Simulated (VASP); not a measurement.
A run of VASP 6.6.1:

The input INCAR:

```
SYSTEM = Al9H
PREC     = Accurate       ! precision mode
ENCUT    = 520            ! plane-wave cutoff, eV
EDIFF    = 1E-7           ! SCF threshold, eV
ISMEAR   = 0              ! smearing method
SIGMA    = 0.1            ! smearing width, eV
LREAL    = .False.        ! projectors in reciprocal space
LASPH    = .True.         ! aspherical terms in the spheres
NELM     = 100            ! most SCF steps
ALGO     = Normal         ! electronic algorithm
ISIF     = 2              ! what is computed and relaxed
LWAVE    = .False.        ! write WAVECAR
LCHARG   = .False.        ! write CHGCAR
LDIPOL   = .True.       
IDIPOL   = 3            
DIPOL    = 0.5 0.5 0.321
GGA      = PE             ! functional
NBANDS   = 25             ! bands
```

Contents of KPOINTS:

```
Automatic mesh
0
Gamma
  9 3 1
  0 0 0
```

Contents of POSCAR:

```
Al9H
1.0
    2.8543223330      0.0000000000      0.0000000000
   -1.4271611665      9.7033329366      0.0000000000
    0.0000000000      0.0000000000     21.7902708969
Al H
9 1
Direct
    0.5324485604      0.0648971207      0.1835681630
    0.6709687938      0.3419375876      0.2292758741
    0.2986728405      0.5973456810      0.2384174163
    0.9263768872      0.8527537744      0.2475589585
    0.0639738222      0.1277383808      0.2937147080
    0.1995905480      0.4042696935      0.3452583266
    0.8288544886      0.6597110299      0.3524478004
    0.4526361687      0.9111292155      0.3607640453
    0.5925232094      0.1814597089      0.4034034702
    0.8425232094      0.4314597089      0.5534704435
```

Potentials or basis: VASP PAW PBE potentials, release 64 (Al, H).

Command:

```bash
$ cat potpaw_PBE.64/Al/POTCAR potpaw_PBE.64/H/POTCAR > POTCAR
$ mpirun -np 1 vasp_std > vasp.out
```

Hardware: 1 thread of Intel(R) Xeon(R) Platinum 8488C (Sapphire Rapids) (shared host).

Problem. Estimate the wall time of this run.

Solution. Run time: 7.9 min on 1 thread of Intel(R) Xeon(R) Platinum 8488C (Sapphire Rapids) (shared host), peak memory 0.69 GiB. Counts: scf iterations 26, k points 14.
